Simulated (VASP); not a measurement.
Here is a VASP 6.6.1 calculation.

File INCAR:

```
SYSTEM = CsTaS2
  PREC = Accurate
  ENCUT = 520
  EDIFF = 1E-7
  ISMEAR = 0
  SIGMA = 0.01
  LREAL = .FALSE.
  LASPH = .TRUE.
  NELM = 100
  ALGO = Normal
  ISIF = 2
  LWAVE = .FALSE.
  LCHARG = .TRUE.
  GGA = PE
  LELF = .TRUE.
  LVHAR = .TRUE.
  NBANDS = 24
```

File KPOINTS:

```
regular mesh
0
G
  12 12 4
  0 0 0
```

The input POSCAR:

```
CsTaS2
1.0
    3.5429892005      0.0000000000      0.0000000000
   -1.7714946003      3.0683186530      0.0000000000
    0.0000000000      0.0000000000      8.2693324554
Cs Ta S
1 1 2
Direct
    0.3333333333      0.6666666667      0.5000000000
    0.0000000000      0.0000000000      0.0000000000
    0.6666666667      0.3333333333      0.8182931223
    0.6666666667      0.3333333333      0.1817068777
```

Potentials or basis: VASP PAW PBE potentials, release 64 (Cs_sv, Ta_pv, S).

Run with:

```sh
$ cat potpaw_PBE.64/Cs_sv/POTCAR potpaw_PBE.64/Ta_pv/POTCAR potpaw_PBE.64/S/POTCAR > POTCAR
$ mpirun -np 1 vasp_std > vasp.out
```

**Question.** Estimate the band gap on the k mesh.

**Answer.** 0.11 eV, indirect (least direct gap 0.61 eV).

**Question.** Estimate the pressure.

**Answer.** 0.2 GPa.

**Question.** Estimate the largest force.

**Answer.** 0.016 eV/Å.

Forces on the atoms (eV/Å):
```
Cs   0.000  0.000  0.000
Ta   0.000  0.000  0.000
S    0.000  0.000  0.016
S    0.000  0.000 -0.016
```

Caveat: spin-orbit coupling is left out, which moves the levels of the heavy elements. A k mesh can miss the band edges.
